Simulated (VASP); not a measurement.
# Au in VASP: notebook

Runs on Au. Level: PBE. Tasks: single point.

All numbers are computed with VASP 6.6.1; they aren't measurements. Logs are shortened: lines on timing, memory, paths and dates and some standing lists are left out, and cuts for length are marked.

## (1) The cell of the first run

The cell holds a slab with vacuum, 6 atoms: a = 2.893 Å, b = 2.893 Å, c = 20.172 Å, α = 90.00°, β = 90.00°, γ = 60.00°.

## (2) Single point, PBE (the distance across one plane changed)

INCAR reads:

```
SYSTEM = Au
PREC = Accurate
ENCUT = 520
EDIFF = 1E-6
ISMEAR = 0
SIGMA = 0.15
LREAL = .FALSE.
LASPH = .TRUE.
NELM = 60
ALGO = Fast
ISIF = 2
LWAVE = .FALSE.
LCHARG = .FALSE.
GGA = PE
NBANDS = 42
```

KPOINTS reads:

```
Automatic mesh
0
G
  18 18 4
  0 0 0
```

POSCAR reads:

```
Au
1.0
    2.0455000000     -2.0455000000      0.0000000000
    2.0455000000      0.0000000000     -2.0455000000
   11.6461016151     11.6461016151     11.6461016151
Au
6
Direct
    0.6666666667      0.6666666667      0.0585343482
    0.0000000000      0.0000000000      0.6439949219
    0.3333333333      0.3333333333      0.1756264629
    0.6666666667      0.6666666667      0.4098106924
    0.0000000000      0.0000000000      0.2927185777
    0.3333333333      0.3333333333      0.5269028071
```

Potentials or basis: VASP PAW PBE potentials, release 64 (Au).

Started as:

```
$ cat potpaw_PBE.64/Au/POTCAR > POTCAR
$ mpirun -np 1 vasp_std > vasp.out
```

OUTCAR:

```text
SYSTEM = Au
   PREC = Accurate
   ENCUT = 520
   EDIFF = 1E-6
   ISMEAR = 0
   LREAL = .FALSE.
   LASPH = .TRUE.
   NELM = 60
   ISIF = 2
   GGA = PE

 ion  position               nearest neighbor table
   1  0.667  0.667  0.059-   3 2.89   3 2.89   3 2.89
   2  0.000  0.000  0.644-   6 2.89   6 2.89   6 2.89
   3  0.333  0.333  0.176-   1 2.89   1 2.89   1 2.89   5 2.89   5 2.89   5 2.89
   4  0.667  0.667  0.410-   5 2.89   6 2.89   6 2.89   5 2.89   5 2.89   6 2.89
   5  0.000  0.000  0.293-   4 2.89   4 2.89   4 2.89   3 2.89   3 2.89   3 2.89
   6  0.333  0.333  0.527-   4 2.89   4 2.89   4 2.89   2 2.89   2 2.89   2 2.89

  LATTYP: Found a hexagonal cell.
 ALAT       =     2.8927738418
 C/A-ratio  =     6.9731132852

  Lattice vectors:

 A1 = (  -2.0455000000,   0.0000000000,   2.0455000000)
 A2 = (   2.0455000000,  -2.0455000000,   0.0000000000)
 A3 = (  11.6461016151,  11.6461016151,  11.6461016151)

Analysis of symmetry for initial positions (statically):
=====================================================================
 Subroutine PRICEL returns:
 Original cell was already a primitive cell.

 Routine SETGRP: Setting up the symmetry group for a
 hexagonal supercell.

 Subroutine GETGRP returns: Found 12 space group operations
 (whereof  6 operations were pure point group operations)
 out of a pool of 24 trial point group operations.

The static configuration has the point symmetry C_3v.
 The point group associated with its full space group is D_3d.

Analysis of symmetry for dynamics (positions and initial velocities):
=====================================================================
 Subroutine PRICEL returns:
 Original cell was already a primitive cell.

 Routine SETGRP: Setting up the symmetry group for a
 hexagonal supercell.

 Subroutine GETGRP returns: Found 12 space group operations
 (whereof  6 operations were pure point group operations)
 out of a pool of 24 trial point group operations.

The dynamic configuration has the point symmetry C_3v.
 The point group associated with its full space group is D_3d.

 Subroutine INISYM returns: Found 12 space group operations
 (whereof  6 operations are pure point group operations),
 and found     1 'primitive' translations

----------------------------------------------------------------------------------------

                                     Primitive cell

  volume of cell :     146.1843

  direct lattice vectors                    reciprocal lattice vectors
     2.045500000 -2.045500000  0.000000000     0.162959342 -0.325918683  0.162959342
     2.045500000  0.000000000 -2.045500000     0.162959342  0.162959342 -0.325918683
    11.646101615 11.646101615 11.646101615     0.028621881  0.028621881  0.028621881

  length of vectors
     2.892773842  2.892773842 20.171639707     0.399167236  0.399167236  0.049574552

  position of ions in fractional coordinates (direct lattice)
     0.666666667  0.666666667  0.058534348
     0.000000000  0.000000000  0.643994922
     0.333333333  0.333333333  0.175626463
     0.666666667  0.666666667  0.409810692
     0.000000000  0.000000000  0.292718578
     0.333333333  0.333333333  0.526902807

  ion indices of the primitive-cell ions
   primitive index   ion index
                 1           1
                 2           2
                 3           3
                 4           4
                 5           5
                 6           6

----------------------------------------------------------------------------------------

 KPOINTS: Automatic mesh

Automatic generation of k-mesh.
 Grid dimensions read from file:
 generate k-points for:   18   18    4

 Generating k-lattice:

  Cartesian coordinates                     Fractional coordinates (reciprocal lattice)
     0.009053297 -0.018106594  0.009053297     0.055555556  0.000000000  0.000000000
     0.009053297  0.009053297 -0.018106594     0.000000000  0.055555556  0.000000000
     0.007155470  0.007155470  0.007155470     0.000000000  0.000000000  0.250000000

  Length of vectors
     0.022175958  0.022175958  0.012393638

  Shift w.r.t. Gamma in fractional coordinates (k-lattice)
     0.000000000  0.000000000  0.000000000

 Subroutine IBZKPT returns following result:
 ===========================================

 Found    138 irreducible k-points:

 Following reciprocal coordinates:
            Coordinates               Weight
  0.000000  0.000000  0.000000      1.000000
  0.055556  0.000000  0.000000      6.000000
  0.111111  0.000000  0.000000      6.000000
  0.166667  0.000000  0.000000      6.000000
  0.222222  0.000000  0.000000      6.000000
  0.277778  0.000000  0.000000      6.000000
[... 16 lines left out ...]
  0.444444  0.111111  0.000000     12.000000
  0.500000  0.111111  0.000000     12.000000
 [... further k-points ...]
   k-points           NKPTS =    138   k-points in BZ     NKDIM =    138   number of bands    NBANDS=     42
   number of dos      NEDOS =    301   number of ions     NIONS =      6
   total plane-waves  NPLWV =  86400
   dimension x,y,z NGX =    24 NGY =   24 NGZ =  150
   dimension x,y,z NGXF=    48 NGYF=   48 NGZF=  300
   ions per type =               6
   NGX,Y,Z   is equivalent  to a cutoff of  13.79, 13.79, 12.36 a.u.
   NGXF,Y,Z  is equivalent  to a cutoff of  27.59, 27.59, 24.72 a.u.
 SYSTEM =  Au
   PREC   = accura    normal or accurate (medium, high low for compatibility)
   ISTART =      0    job   : 0-new  1-cont  2-samecut
   ICHARG =      2    charge: 1-file 2-atom 10-const
   ISPIN  =      1    spin polarized calculation?
   LNONCOLLINEAR =      F non collinear calculations
   LSORBIT =      F    spin-orbit coupling
   LASPH  =      T    aspherical Exc in radial PAW
   ENCUT  =  520.0 eV  38.22 Ry    6.18 a.u.   5.38  5.38 37.51*2*pi/ulx,y,z
   NELM   =     60;   NELMIN=  2; NELMDL= -5     # of ELM steps
   EDIFF  = 0.1E-05   stopping-criterion for ELM
   LREAL  =      F    real-space projection
   EDIFFG = 0.1E-04   stopping-criterion for IOM
   NSW    =      0    number of steps for IOM
   IBRION =     -1    ionic relax: 0-MD 1-quasi-New 2-CG
   NFREE  =      0    steps in history (QN), initial steepest desc. (CG)
   ISIF   =      2    stress and relaxation
   ISYM   =      2    0-nonsym 1-usesym 2-fastsym
   POTIM  = 0.5000    time-step for ionic-motion
   TEBEG  =    0.0;   TEEND  =   0.0 temperature during run
   PSTRESS=    0.0 pullay stress
   NELECT =      66.0000    total number of electrons
   NUPDOWN=      -1.0000    fix difference up-down
   EMIN   =  10.00;   EMAX   =-10.00  energy-range for DOS
   EFERMI =   0.00;   METHOD = LEGACY
   ISMEAR =     0;   SIGMA  =   0.15  broadening in eV -4-tet -1-fermi 0-gaus
   EFERMI_NEDOS =   21; number of points for ismear=-14 and -15
   IALGO  =     68    algorithm
   IMIX   =      4    mixing-type and parameters
     AMIX     =   0.40;   BMIX     =  1.00
     AMIX_MAG =   1.60;   BMIX_MAG =  1.00
  volume/ion in A,a.u.               =      24.36       164.42
  Fermi-wavevector in a.u.,A,eV,Ry     =   1.255902  2.373311 21.460343  1.577291
  Thomas-Fermi vector in A             =   2.389636
   LORBIT       =      0    0 simple, 1 ext, 2 COOP (PROOUT), +10 PAW based schemes
   GGA     = PE    functional components
   LHFCALC =     F    Hartree Fock is set to
   AEXX    =    0.0000 exact exchange contribution
   IVDW    =     0    specifies the selected vdW correction
   LEPSILON=     F    determine dielectric tensor
   LRPA    =     F    only Hartree local field effects (RPA)
 non-spin polarized calculation
 RMM-DIIS sequential band-by-band and
 Gauss-broadening in eV      SIGMA  =   0.15
  energy-cutoff  :      520.00
  volume of cell :      146.18
 maximum number of plane-waves:      4024
 NGX is ok and might be reduce to    24
   NGX = 11   NGY = 11   NGZ = 75

 number of electron      66.0000010 magnetization

 Free energy of the ion-electron system (eV)
  ---------------------------------------------------
  ext. energy  EPLUGINS =         0.00000000
  ---------------------------------------------------
  free energy    TOTEN  =       -18.65537644 eV

  energy without entropy =      -18.64119367  energy(sigma->0) =      -18.64828505

 E-fermi :   4.9933     XC(G=0):  -9.6650

 val. band max:        4.9879259168   @ k =   0.0000   0.0000   0.5000
 cond. band min:       5.0087061910   @ k =   0.1111   0.0000   0.5000
 fundamental gap:      0.0207802741
 Fermi energy:         4.9933359474

 k-point     1 :       0.0000    0.0000    0.0000
  band No.  band energies     occupation
      1      -4.5407      2.00000
      2      -3.9206      2.00000
      3      -3.0682      2.00000
      4      -2.3786      2.00000
      5      -2.0823      2.00000
      6      -2.0525      2.00000
[... 34 lines left out ...]
     41      12.6732      0.00000
     42      16.4451      0.00000

 k-point     2 :       0.0556    0.0000    0.0000
  band No.  band energies     occupation
      1      -4.4459      2.00000
      2      -3.8278      2.00000
      3      -2.9764      2.00000
      4      -2.2894      2.00000
      5      -1.9976      2.00000
      6      -1.9657      2.00000
[... 34 lines left out ...]
     41      12.7233      0.00000
     42      16.4909      0.00000

 k-point     3 :       0.1111    0.0000    0.0000
  band No.  band energies     occupation
      1      -4.1681      2.00000
      2      -3.5584      2.00000
      3      -2.7133      2.00000
      4      -2.0366      2.00000
      5      -1.7565      2.00000
      6      -1.7199      2.00000
[... 34 lines left out ...]
     41      12.8746      0.00000
     42      16.9264      0.00000

 k-point     4 :       0.1667    0.0000    0.0000
  band No.  band energies     occupation
      1      -3.7301      2.00000
      2      -3.1431      2.00000
      3      -2.3250      2.00000
      4      -1.6815      2.00000
      5      -1.4098      2.00000
      6      -1.3666      2.00000
[... 844 lines left out ...]
     41      12.3457      0.00000
     42      13.2711      0.00000

 k-point    23 :       0.4444    0.1111    0.0000
  band No.  band energies     occupation
      1      -1.8446      2.00000
      2      -1.5391      2.00000
      3      -1.4414      2.00000
      4      -1.2772      2.00000
      5      -1.2114      2.00000
      6      -0.9440      2.00000
[... 34 lines left out ...]
     41      11.8992      0.00000
     42      12.6800      0.00000

 k-point    24 :       0.5000    0.1111    0.0000
  band No.  band energies     occupation
      1      -1.8267      2.00000
      2      -1.6289      2.00000
      3      -1.4119      2.00000
      4      -1.3477      2.00000
      5      -1.2967      2.00000
      6      -1.0253      2.00000
[... 34 lines left out ...]
     41      11.3627      0.00000
     42      12.3264      0.00000

 [... further k-points ...]

------------------------ aborting loop because EDIFF is reached ----------------------------------------

  FORCE on cell =-STRESS in cart. coord.  units (eV):
  Direction    XX          YY          ZZ          XY          YZ          ZX
  --------------------------------------------------------------------------------------
  -------------------------------------------------------------------------------------
  Total        2.6012868      2.6012868      2.6012868      0.6795373      0.6795373      0.6795373
  in kB       28.5100533     28.5100533     28.5100533      7.4477154      7.4477154      7.4477154
  external PRESSURE =      28.5100533 kB  Pullay stress =       0.0000000 kB

 VOLUME and BASIS-vectors are now :
 -----------------------------------------------------------------------------
  energy-cutoff  :      520.00
  volume of cell :      146.18
      direct lattice vectors                 reciprocal lattice vectors
     2.045500000 -2.045500000  0.000000000     0.162959342 -0.325918683  0.162959342
     2.045500000  0.000000000 -2.045500000     0.162959342  0.162959342 -0.325918683
    11.646101615 11.646101615 11.646101615     0.028621881  0.028621881  0.028621881

 POSITION                                       TOTAL-FORCE (eV/Angst)
 -----------------------------------------------------------------------------------
      3.40903     -0.68197     -0.68197        -0.239703     -0.239703     -0.239703
      7.50003      7.50003      7.50003         0.239703      0.239703      0.239703
      3.40903      1.36353      1.36353         0.070464      0.070464      0.070464
      7.50003      3.40903      3.40903         0.002650      0.002650      0.002650
      3.40903      3.40903      3.40903        -0.002650     -0.002650     -0.002650
      7.50003      5.45453      5.45453        -0.070464     -0.070464     -0.070464
 -----------------------------------------------------------------------------------
    total drift:                                0.000002      0.000002      0.000002

  FREE ENERGIE OF THE ION-ELECTRON SYSTEM (eV)
  ---------------------------------------------------
  free  energy   TOTEN  =       -18.6553764410 eV

  energy  without entropy=      -18.6411936686  energy(sigma->0) =      -18.64828505
```

It took 12 min on 1 thread of Intel Xeon Platinum 8488C (Sapphire Rapids), shared host; peak memory 0.7 GiB.

Results:

```
Free energy            : -18.6554 eV
Largest force          : 0.415 eV/Å
Band gap on the k mesh : zero (bands 33 and 34 overlap by 4.80 eV)
```

Forces in eV/Å, atoms in the order of the input:
```
Au  -0.240 -0.240 -0.240
Au   0.240  0.240  0.240
Au   0.070  0.070  0.070
Au   0.003  0.003  0.003
Au  -0.003 -0.003 -0.003
Au  -0.070 -0.070 -0.070
```

Levels at points of the mesh, in eV from the Fermi level:
| k point | band 31 | band 32 | band 33 | band 34 | band 35 | band 36 | band 37 | band 38 |
| --- | --- | --- | --- | --- | --- | --- | --- | --- |
| (0.00, 0.00, 0.00) | -2.48 | -2.11 | -2.11 | -1.94 | -1.94 | -0.71 | -0.03 | 4.47 |
| (0.50, 0.00, 0.00) | -0.32 | 0.52 | 1.02 | 1.16 | 1.40 | 1.41 | 3.34 | 3.79 |
| (0.00, 0.00, 0.50) | -2.48 | -2.11 | -2.11 | -1.94 | -1.94 | -0.73 | -0.01 | 4.08 |
| (0.50, 0.00, 0.50) | -0.32 | 0.52 | 1.02 | 1.16 | 1.40 | 1.41 | 3.34 | 3.79 |

Caveat: the cell differs from its parent crystal (the distance across one plane changed); there is no dipole correction, which matters where the two faces differ; spin-orbit coupling is left out, which moves the levels of the heavy elements.

(Continued in part 2 of 2.)

The gap in the log of VASP goes by the Fermi energy; the results here count the filled bands.